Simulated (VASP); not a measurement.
Here is a VASP 6.6.1 calculation.

INCAR

```
ALGO     = Normal         # electronic algorithm
EDIFF    = 1E-6           # SCF threshold, eV
ENCUT    = 520            # plane-wave cutoff, eV
GGA      = PS             # functional
ISIF     = 2              # what is computed and relaxed
ISMEAR   = -1             # smearing method
LASPH    = True           # aspherical terms in the spheres
LCHARG   = True           # write CHGCAR
LELF     = True           # ELF
LREAL    = False          # projectors in reciprocal space
LVHAR    = True         
LWAVE    = False          # write WAVECAR
NBANDS   = 11             # bands
NELM     = 80             # most SCF steps
PREC     = Accurate       # precision mode
SIGMA    = 0.05           # smearing width, eV
```

The input KPOINTS:

```
k-points
0
Gamma
  8 8 8
```

The input POSCAR:

```
Sr
1.0
    0.0000000000      2.2701308933      2.2701308933
    2.2701308933      0.0000000000      2.2701308933
    2.2701308933      2.2701308933      0.0000000000
Sr
1
Direct
    0.0000000000      0.0000000000      0.0000000000
```

Potentials or basis: VASP PAW PBE potentials, release 64 (Sr_sv).

The run is started by

```sh
$ cat potpaw_PBE.64/Sr_sv/POTCAR > POTCAR
$ mpirun -np 1 vasp_std > vasp.out
```

(1) Estimate the band gap on the k mesh.

(2) What does it give for the pressure?

Answers

(1) zero (band 5 reaches 5.68 eV, above the bottom of band 6 at 4.32 eV).

(2) 30.5 GPa.

Caveat: the PAW data sets were made with another functional, which shifts forces and pressure a little.
